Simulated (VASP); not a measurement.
Crystal: AlN.

```
CELL_PARAMETERS angstrom
0.00000 1.97800 1.97800
1.97800 0.00000 1.97800
1.97800 1.97800 0.00000
ATOMIC_POSITIONS crystal
Al 0.00000 0.00000 0.00000
N 0.50000 0.50000 0.50000
```

Base run:

| Quantity | Value |
| --- | --- |
| Program | VASP 6.6.1 |
| Functional | LDA |
| Potentials or basis | VASP PAW LDA potentials, release 64 (Al, N) |
| Cutoff | 520 eV |
| k mesh | 13 × 13 × 13 |
| Occupations | fermi-dirac, width 0.02 eV |
| Spin | no spin polarisation |

Its results: band gap on the k mesh 5.12 eV (least direct gap 6.75 eV); pressure 13.2 GPa.

Problem. The run is repeated on the same cell with these changes: functional from LDA to r2SCAN; potentials or basis from VASP PAW LDA potentials, release 64 (Al, N) to VASP PAW PBE potentials, release 64 (Al, N); cutoff from 520 eV to 580 eV. What comes out?

Solution. Band gap on the k mesh 5.92 eV (least direct gap 7.53 eV); pressure 18.4 GPa.

Caveats: the cell stands under pressure; an odd mesh through Γ misses points on the zone boundary, where band edges can lie; the PAW data sets were made with another functional, which shifts forces and pressure a little (at least some runs).
